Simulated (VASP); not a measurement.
# SnO2 (Pnnm) in VASP: a series of runs

The runs below take SnO2 through single point, with LDA.

All numbers are computed with VASP 6.6.1; they aren't measurements. Logs are shortened: lines on timing, memory, paths and dates and some standing lists are left out, and cuts for length are marked.

## 1. The cell of the first run

The structure is orthorhombic, space group Pnnm (No. 58). The conventional cell has a = 4.777 Å, b = 4.777 Å, c = 3.227 Å, α = 90.00°, β = 90.00°, γ = 90.00°. Within 2.6 Å of Sn (site symmetry 2/m) lie 6 O at 1.98 to 2.14 Å. O (site symmetry m) has 3 Sn at 1.98 to 2.14 Å within 2.6 Å.

## 2. Single point, LDA

File INCAR:

```
  PREC = Accurate
  ENCUT = 520
  EDIFF = 1E-7
  ISMEAR = 0
  SIGMA = 0.05
  LREAL = False
  LASPH = True
  NELM = 60
  ALGO = Normal
  ISIF = 2
  LWAVE = False
  LCHARG = False
  NBANDS = 35
```

File KPOINTS:

```
Automatic mesh
0
Gamma
  6 6 8
```

File POSCAR:

```
SnO2
1.0
    4.7767255581      0.0000000000      0.0000000000
    0.0000000000      4.7773123567      0.0000000000
    0.0000000000      0.0000000000      3.2271818729
Sn O
2 4
Direct
    0.5000000000      0.5000000000      0.5000000000
    0.0000000000      0.0000000000      0.0000000000
    0.3059833077      0.2802382207      0.0000000000
    0.8059833077      0.2197617793      0.5000000000
    0.1940166923      0.7802382207      0.5000000000
    0.6940166923      0.7197617793      0.0000000000
```

Potentials or basis: VASP PAW LDA potentials, release 64 (Sn_d, O).

Command:

```sh
$ cat potpaw_LDA.64/Sn_d/POTCAR potpaw_LDA.64/O/POTCAR > POTCAR
$ mpirun -np 1 vasp_std > vasp.out
```

OUTCAR:

```text
PREC = Accurate
   ENCUT = 520
   EDIFF = 1E-7
   ISMEAR = 0
   LREAL = False
   LASPH = True
   NELM = 60
   ISIF = 2

 ion  position               nearest neighbor table
   1  0.500  0.500  0.500-   5 1.98   4 1.98   6 2.14   6 2.14   3 2.14   3 2.14   2 3.74   2 3.74
                             2 3.74   2 3.74   2 3.74   2 3.74   2 3.74   2 3.74
   2  0.000  0.000  0.000-   3 1.98   6 1.98   4 2.14   4 2.14   5 2.14   5 2.14   1 3.74   1 3.74
                             1 3.74   1 3.74   1 3.74   1 3.74   1 3.74   1 3.74
   3  0.306  0.280  0.000-   2 1.98   1 2.14   1 2.14
   4  0.806  0.220  0.500-   1 1.98   2 2.14   2 2.14
   5  0.194  0.780  0.500-   1 1.98   2 2.14   2 2.14
   6  0.694  0.720  0.000-   2 1.98   1 2.14   1 2.14

  LATTYP: Found a simple orthorhombic cell.
 ALAT       =     3.2271818729
 B/A-ratio  =     1.4801538141
 C/A-ratio  =     1.4803356442

  Lattice vectors:

 A1 = (   0.0000000000,   0.0000000000,   3.2271818729)
 A2 = (   4.7767255581,   0.0000000000,   0.0000000000)
 A3 = (   0.0000000000,   4.7773123567,   0.0000000000)

Analysis of symmetry for initial positions (statically):
=====================================================================
 Subroutine PRICEL returns:
 Original cell was already a primitive cell.

 Routine SETGRP: Setting up the symmetry group for a
 simple orthorhombic supercell.

 Subroutine GETGRP returns: Found  8 space group operations
 (whereof  4 operations were pure point group operations)
 out of a pool of  8 trial point group operations.

The static configuration has the point symmetry C_2h.
 The point group associated with its full space group is D_2h.

Analysis of symmetry for dynamics (positions and initial velocities):
=====================================================================
 Subroutine PRICEL returns:
 Original cell was already a primitive cell.

 Routine SETGRP: Setting up the symmetry group for a
 simple orthorhombic supercell.

 Subroutine GETGRP returns: Found  8 space group operations
 (whereof  4 operations were pure point group operations)
 out of a pool of  8 trial point group operations.

The dynamic configuration has the point symmetry C_2h.
 The point group associated with its full space group is D_2h.

 Subroutine INISYM returns: Found  8 space group operations
 (whereof  4 operations are pure point group operations),
 and found     1 'primitive' translations

[... 98 lines left out ...]
   LSORBIT =      F    spin-orbit coupling
   LASPH  =      T    aspherical Exc in radial PAW
   ENCUT  =  520.0 eV  38.22 Ry    6.18 a.u.   8.88  8.88  6.00*2*pi/ulx,y,z
   NELM   =     60;   NELMIN=  2; NELMDL= -5     # of ELM steps
   EDIFF  = 0.1E-06   stopping-criterion for ELM
   LREAL  =      F    real-space projection
   EDIFFG = 0.1E-05   stopping-criterion for IOM
   NSW    =      0    number of steps for IOM
   IBRION =     -1    ionic relax: 0-MD 1-quasi-New 2-CG
   NFREE  =      0    steps in history (QN), initial steepest desc. (CG)
   ISIF   =      2    stress and relaxation
   ISYM   =      2    0-nonsym 1-usesym 2-fastsym
   POTIM  = 0.5000    time-step for ionic-motion
   TEBEG  =    0.0;   TEEND  =   0.0 temperature during run
   PSTRESS=    0.0 pullay stress
   NELECT =      52.0000    total number of electrons
   NUPDOWN=      -1.0000    fix difference up-down
   EMIN   =  10.00;   EMAX   =-10.00  energy-range for DOS
   EFERMI =   0.00;   METHOD = LEGACY
   ISMEAR =     0;   SIGMA  =   0.05  broadening in eV -4-tet -1-fermi 0-gaus
   EFERMI_NEDOS =   21; number of points for ismear=-14 and -15
   IALGO  =     38    algorithm
   IMIX   =      4    mixing-type and parameters
     AMIX     =   0.40;   BMIX     =  1.00
     AMIX_MAG =   1.60;   BMIX_MAG =  1.00
  volume/ion in A,a.u.               =      12.27        82.83
  Fermi-wavevector in a.u.,A,eV,Ry     =   1.457796  2.754835 28.914691  2.125170
  Thomas-Fermi vector in A             =   2.574556
   LORBIT       =      0    0 simple, 1 ext, 2 COOP (PROOUT), +10 PAW based schemes
   GGA     = CA    functional components
   LHFCALC =     F    Hartree Fock is set to
   AEXX    =    0.0000 exact exchange contribution
   IVDW    =     0    specifies the selected vdW correction
   LEPSILON=     F    determine dielectric tensor
   LRPA    =     F    only Hartree local field effects (RPA)
 non-spin polarized calculation
 Gauss-broadening in eV      SIGMA  =   0.05
  energy-cutoff  :      520.00
  volume of cell :       73.64
 maximum number of plane-waves:      2016
 NGX is ok and might be reduce to    36
   NGX = 17   NGY = 17   NGZ = 13

 number of electron      52.0000010 magnetization

 Free energy of the ion-electron system (eV)
  ---------------------------------------------------
  ext. energy  EPLUGINS =         0.00000000
  ---------------------------------------------------
  free energy    TOTEN  =       -41.88885962 eV

  energy without entropy =      -41.88885962  energy(sigma->0) =      -41.88885962

 E-fermi :   5.7566     XC(G=0): -11.6672

 val. band max:        5.4691483896   @ k =   0.0000   0.0000   0.0000
 cond. band min:       6.1574334880   @ k =   0.0000   0.0000   0.0000
 fundamental gap:      0.6882850984
 Fermi energy:         5.7565548292

 k-point     1 :       0.0000    0.0000    0.0000
  band No.  band energies     occupation
      1     -15.5466      2.00000
      2     -14.7942      2.00000
      3     -14.5931      2.00000
      4     -14.5674      2.00000
      5     -14.5342      2.00000
      6     -14.5313      2.00000
[... 901 lines left out ...]
     34      16.8428      0.00000
     35      17.5801      0.00000

 [... further k-points ...]
[... 5 lines left out ...]
  --------------------------------------------------------------------------------------
  -------------------------------------------------------------------------------------
  Total       -1.4756828     -3.1044264     -4.2914502      0.0000000      0.0000000      0.0000000
  in kB      -32.1045233    -67.5389920    -93.3635351      0.0000000      0.0000000      0.0000000
  external PRESSURE =     -64.3356835 kB  Pullay stress =       0.0000000 kB

 VOLUME and BASIS-vectors are now :
 -----------------------------------------------------------------------------
  energy-cutoff  :      520.00
  volume of cell :       73.64
      direct lattice vectors                 reciprocal lattice vectors
     4.776725558  0.000000000  0.000000000     0.209348431  0.000000000  0.000000000
     0.000000000  4.777312357  0.000000000     0.000000000  0.209322716  0.000000000
     0.000000000  0.000000000  3.227181873     0.000000000  0.000000000  0.309867878

 POSITION                                       TOTAL-FORCE (eV/Angst)
 -----------------------------------------------------------------------------------
      2.38836      2.38866      1.61359         0.000000      0.000000      0.000000
      0.00000      0.00000      0.00000         0.000000      0.000000      0.000000
      1.46160      1.33879      0.00000         1.216405      1.345851     -0.000000
      3.84996      1.04987      1.61359         1.216405     -1.345851     -0.000000
      0.92676      3.72744      1.61359        -1.216405      1.345851      0.000000
      3.31513      3.43853      0.00000        -1.216405     -1.345851      0.000000
 -----------------------------------------------------------------------------------
    total drift:                                0.000000     -0.000000     -0.000000

  FREE ENERGIE OF THE ION-ELECTRON SYSTEM (eV)
  ---------------------------------------------------
  free  energy   TOTEN  =       -41.8888596234 eV

  energy  without entropy=      -41.8888596234  energy(sigma->0) =      -41.88885962
```

OSZICAR:

```text
N       E                     dE             d eps       ncg     rms          rms(c)
DAV:   1     0.631370042762E+03    0.63137E+03   -0.25553E+04  6161   0.230E+03
DAV:   2     0.538390611638E+02   -0.57753E+03   -0.54439E+03  5952   0.606E+02
DAV:   3    -0.428662826015E+02   -0.96705E+02   -0.94846E+02  6172   0.207E+02
DAV:   4    -0.479076983689E+02   -0.50414E+01   -0.50031E+01  7072   0.511E+01
DAV:   5    -0.480392929525E+02   -0.13159E+00   -0.13139E+00  7031   0.877E+00    0.155E+01
DAV:   6    -0.419792276193E+02    0.60601E+01   -0.16969E+01  8789   0.650E+01    0.628E+00
DAV:   7    -0.419893566470E+02   -0.10129E-01   -0.19638E+00  6222   0.795E+00    0.318E+00
DAV:   8    -0.419040843427E+02    0.85272E-01   -0.24271E-01  8441   0.394E+00    0.721E-01
DAV:   9    -0.418886972497E+02    0.15387E-01   -0.32488E-02  9281   0.279E+00    0.124E-01
DAV:  10    -0.418888520283E+02   -0.15478E-03   -0.37454E-03  7818   0.527E-01    0.538E-02
DAV:  11    -0.418888601280E+02   -0.80997E-05   -0.14696E-04  9085   0.142E-01    0.245E-02
DAV:  12    -0.418888616031E+02   -0.14750E-05   -0.11369E-05  6441   0.219E-02    0.157E-02
DAV:  13    -0.418888595584E+02    0.20446E-05   -0.75102E-06  8097   0.290E-02    0.821E-04
DAV:  14    -0.418888596234E+02   -0.65031E-07   -0.63855E-07  6239   0.503E-03
   1 F= -.41888860E+02 E0= -.41888860E+02  d E =-.438141E-18
```

Run time: 7.6 min. Hardware: 1 thread of AMD EPYC 7R13, shared host; peak memory 0.23 GiB.

Results:

| Property | Result |
| --- | --- |
| Free energy | -41.8889 eV |
| Pressure | -6.4 GPa |
| Largest force | 1.814 eV/Å |
| Band gap on the k mesh | 0.69 eV, direct |

Forces on the atoms (eV/Å):
```
Sn   0.000  0.000  0.000
Sn   0.000  0.000  0.000
O    1.216  1.346  0.000
O    1.216 -1.346  0.000
O   -1.216  1.346  0.000
O   -1.216 -1.346  0.000
```

Levels at points of the mesh, in eV from the valence-band top:
| k point | band 23 | band 24 | band 25 | band 26 | band 27 | band 28 | band 29 | band 30 |
| --- | --- | --- | --- | --- | --- | --- | --- | --- |
| (0.00, 0.00, 0.00) | -1.20 | -0.73 | -0.66 | 0.00 | 0.69 | 5.84 | 5.86 | 6.17 |
| (0.50, 0.00, 0.00) | -1.17 | -1.17 | -0.54 | -0.54 | 4.10 | 4.10 | 7.13 | 7.13 |
| (0.00, 0.50, 0.00) | -1.16 | -1.16 | -0.42 | -0.42 | 3.97 | 3.97 | 6.72 | 6.72 |
| (0.50, 0.50, 0.00) | -1.33 | -1.33 | -0.79 | -0.79 | 4.70 | 4.70 | 7.25 | 7.25 |
| (0.00, 0.00, 0.50) | -1.61 | -1.61 | -1.10 | -1.10 | 5.47 | 5.47 | 8.95 | 8.95 |
| (0.50, 0.00, 0.50) | -1.09 | -1.09 | -0.58 | -0.58 | 5.71 | 5.71 | 7.32 | 7.32 |
| (0.00, 0.50, 0.50) | -0.91 | -0.91 | -0.78 | -0.78 | 5.80 | 5.80 | 7.43 | 7.43 |
| (0.50, 0.50, 0.50) | -0.74 | -0.74 | -0.70 | -0.70 | 3.74 | 3.74 | 8.95 | 8.95 |

Caveat: spin-orbit coupling is left out, which moves the levels of the heavy elements; forces of over 1 eV/Å act on the atoms, so gaps and moduli don't describe the material at rest.

## 3. Single point, LDA

File INCAR:

```
PREC = Accurate ; ENCUT = 520
EDIFF = 1E-6 ; ISMEAR = 0
SIGMA = 0.05 ; LREAL = False
LASPH = True ; NELM = 100
ALGO = Normal ; ISIF = 2
LWAVE = False ; LCHARG = True
LELF = True ; LVHAR = True
NBANDS = 35
```

File KPOINTS:

```
regular mesh
0
Gamma
  6 6 8
```

File POSCAR:

```
SnO2
1.0
    4.7767255581      0.0000000000      0.0000000000
    0.0000000000      4.7773123567      0.0000000000
    0.0000000000      0.0000000000      3.2271818729
Sn O
2 4
Direct
    0.5000000000      0.5000000000      0.5000000000
    0.0000000000      0.0000000000      0.0000000000
    0.3059833077      0.3321134587      0.0000000000
    0.8059833077      0.1678865413      0.5000000000
    0.1940166923      0.8321134587      0.5000000000
    0.6940166923      0.6678865413      0.0000000000
```

Potentials or basis: VASP PAW LDA potentials, release 64 (Sn_d, O).

Command:

```sh
$ cat potpaw_LDA.64/Sn_d/POTCAR potpaw_LDA.64/O/POTCAR > POTCAR
$ mpirun -np 1 vasp_std > vasp.out
```

Wall time 7.1 min (1 thread of AMD EPYC 7R13, shared host); peak memory 0.24 GiB.

It converged, with:

* Free energy: -41.9354 eV
* Pressure: -1.9 GPa
* Largest force: 1.841 eV/Å
* Band gap on the k mesh: 1.08 eV, direct

Forces on the atoms (eV/Å):
```
Sn   0.000  0.000  0.000
Sn   0.000  0.000  0.000
O   -1.288 -1.315  0.000
O   -1.288  1.315  0.000
O    1.288 -1.315  0.000
O    1.288  1.315  0.000
```

Stress tensor (GPa, compression positive):
```
-1.35  0.00  0.00
 0.00 -3.35  0.00
 0.00  0.00 -0.94
```

Levels at points of the mesh, in eV from the valence-band top:
```tsv
k point	band 23	band 24	band 25	band 26	band 27	band 28	band 29	band 30
(0.00, 0.00, 0.00)	-1.12	-0.66	-0.65	0.00	1.08	5.24	6.08	6.17
(0.50, 0.00, 0.00)	-1.14	-1.14	-0.55	-0.55	3.95	3.95	6.32	6.32
(0.00, 0.50, 0.00)	-1.14	-1.14	-0.71	-0.71	4.10	4.10	6.74	6.74
(0.50, 0.50, 0.00)	-1.24	-1.24	-0.78	-0.78	4.14	4.14	6.97	6.97
(0.00, 0.00, 0.50)	-1.52	-1.52	-1.21	-1.21	6.07	6.07	9.38	9.38
(0.50, 0.00, 0.50)	-0.96	-0.96	-0.60	-0.60	6.38	6.38	7.65	7.65
(0.00, 0.50, 0.50)	-1.07	-1.07	-0.55	-0.55	6.31	6.31	7.44	7.44
(0.50, 0.50, 0.50)	-1.07	-1.07	-0.73	-0.73	5.17	5.17	8.08	8.08
```

Caveat: spin-orbit coupling is left out, which moves the levels of the heavy elements; forces of over 1 eV/Å act on the atoms, so gaps and moduli don't describe the material at rest. As with any semilocal functional, this LDA gap is likely too small.

## 4. Single point, LDA

This run uses another cell than the first one, of 10.61 Å³/atom, 0.865 times its volume.

File INCAR:

```
SYSTEM = SnO2
PREC = Accurate ; ENCUT = 520
EDIFF = 1E-6 ; ISMEAR = 0
SIGMA = 0.05 ; LREAL = .False.
LASPH = .True. ; NELM = 100
ALGO = Normal ; ISIF = 2
LWAVE = .False. ; LCHARG = .True.
LELF = .True. ; LVHAR = .True.
NBANDS = 35
```

File KPOINTS:

```
Automatic mesh
0
Gamma
  6 6 8
  0 0 0
```

File POSCAR:

```
SnO2
1.0
    4.5508719057      0.0000000000      0.0000000000
    0.0000000000      4.5514309592      0.0000000000
    0.0000000000      0.0000000000      3.0745939119
Sn O
2 4
Direct
    0.5000000000      0.5000000000      0.5000000000
    0.0000000000      0.0000000000      0.0000000000
    0.3059833077      0.2672588243      0.0000000000
    0.8059833077      0.2327411757      0.5000000000
    0.1940166923      0.7672588243      0.5000000000
    0.6940166923      0.7327411757      0.0000000000
```

Command:

```sh
$ cat potpaw_LDA.64/Sn_d/POTCAR potpaw_LDA.64/O/POTCAR > POTCAR
$ mpirun -np 1 vasp_std > vasp.out
```

Wall time 82 s (1 thread of Intel Xeon Platinum 8375C at 2.90GHz (Ice Lake), shared host); peak memory 0.25 GiB.

The run converged. Its results:

```
Free energy            : -40.7541 eV
Pressure               : 33.1 GPa
Largest force          : 3.723 eV/Å
Band gap on the k mesh : 2.35 eV, direct
```

Forces on the atoms (eV/Å):
```
Sn   0.000  0.000  0.000
Sn   0.000  0.000  0.000
O    2.714  2.549  0.000
O    2.714 -2.549  0.000
O   -2.714  2.549  0.000
O   -2.714 -2.549  0.000
```

Stress tensor (GPa, compression positive):
```
43.07  0.00  0.00
 0.00 32.17  0.00
 0.00  0.00 24.06
```

Levels at points of the mesh, in eV from the valence-band top:
| k point | band 23 | band 24 | band 25 | band 26 | band 27 | band 28 | band 29 | band 30 |
| --- | --- | --- | --- | --- | --- | --- | --- | --- |
| (0.00, 0.00, 0.00) | -1.08 | -0.87 | -0.77 | 0.00 | 2.35 | 6.58 | 6.59 | 7.73 |
| (0.50, 0.00, 0.00) | -1.15 | -1.15 | -0.57 | -0.57 | 5.74 | 5.74 | 8.33 | 8.33 |
| (0.00, 0.50, 0.00) | -1.14 | -1.14 | -0.44 | -0.44 | 5.57 | 5.57 | 7.57 | 7.57 |
| (0.50, 0.50, 0.00) | -1.30 | -1.30 | -0.88 | -0.88 | 6.59 | 6.59 | 8.36 | 8.36 |
| (0.00, 0.00, 0.50) | -2.00 | -2.00 | -1.27 | -1.27 | 7.17 | 7.17 | 10.01 | 10.01 |
| (0.50, 0.00, 0.50) | -1.43 | -1.43 | -0.35 | -0.35 | 7.50 | 7.50 | 8.33 | 8.33 |
| (0.00, 0.50, 0.50) | -1.06 | -1.06 | -0.72 | -0.72 | 7.64 | 7.64 | 8.39 | 8.39 |
| (0.50, 0.50, 0.50) | -0.83 | -0.83 | -0.79 | -0.79 | 4.89 | 4.89 | 9.71 | 9.71 |

Caveat: spin-orbit coupling is left out, which moves the levels of the heavy elements; forces of over 1 eV/Å act on the atoms, so gaps and moduli don't describe the material at rest.
